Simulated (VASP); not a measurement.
Wanted: the native input for a VASP 6.6.1 run.

- Task: single point
- Functional: PBE
- Potentials or basis: VASP PAW PBE potentials, release 64 (Al, O)
- Cutoff: 520 eV
- k mesh: 1 × 1 × 1
- Occupations: fermi-dirac, width 0.1861 eV
- Spin: no spin polarisation
- Dipole correction: no
- Further INCAR settings: LREAL = Auto; ALGO = Normal; EDIFF = 1e-06; NBANDS = 78; ISYM = 0

The structure of Al2O3 lies in POSCAR:

```
Al2O3
1.0
    6.5712240000      0.0218150000     -0.0138680000
    0.0218150000      6.5996800000     -0.0068760000
   -0.0138680000     -0.0068760000      6.2950720000
Al O
10 15
Direct
    0.3496563572      0.2108630215      0.6533186481
    0.7155611361      0.1143422037      0.6038279814
    0.9952651086      0.9520176423      0.8123184945
    1.0504422655      0.4965887172      0.5557043791
    0.6351918228      0.3685347150      0.2805260821
    0.2049391439      0.8652131164      0.2564641519
    0.8505098038      0.6491205138      0.9302710474
    0.3873977318      0.5671535384      0.9899572522
    0.5454395734      0.9818781518      0.0479007309
    0.1364384157      0.2385457763      0.2231228441
    0.6296880823      0.0907485290      0.3389903247
    0.2365990731      0.0866210132      0.4171578597
    0.7986755063      0.9332227690     -0.0137070916
    0.4642418685      0.0073180816      0.7938384859
    0.6081433462      0.3494122294      0.5989746091
    0.0569728904      0.6842412690      0.3429728751
    0.1262197657      0.7260961227      0.9487410236
    0.9200065084      0.3289494125      0.3558465267
    0.2454065280      0.4423426691      0.7564877488
    0.3653775608      0.3903648453      0.1987745660
    0.1328196425      0.0463530762      0.0513278747
    0.4420881620      0.7736256802      0.1794767921
    0.6348401525      0.5309083385      1.0452561129
    0.9662891766      0.1808605121      0.6973680516
    0.8194717717      0.6732455699      0.6485019824
```

One way to write it, as run:

INCAR

```
  PREC = Accurate
  ENCUT = 520
  EDIFF = 1E-6
  ISMEAR = -1
  SIGMA = 0.1861
  LREAL = Auto
  LASPH = T
  NELM = 100
  ALGO = Normal
  ISIF = 2
  LWAVE = F
  LCHARG = F
  GGA = PE
  NBANDS = 78
  ISYM = 0
```

KPOINTS

```
Automatic mesh
0
Gamma
  1 1 1
```

Potentials or basis: VASP PAW PBE potentials, release 64 (Al, O).

Command:

```console
$ cat potpaw_PBE.64/Al/POTCAR potpaw_PBE.64/O/POTCAR > POTCAR
$ mpirun -np 1 vasp_gam > vasp.out
```

Results of the run:

| Quantity | Value |
| --- | --- |
| Pressure | 12.4 GPa |
| Largest force | 6.826 eV/Å |
| Band gap on the k mesh | 1.67 eV |

Caveat: the k points lie up to 1.00 Å⁻¹ apart.

It took 37 s on 1 thread of Intel(R) Xeon(R) Platinum 8488C (Sapphire Rapids), with other jobs on the host, peak memory 0.3 GiB.
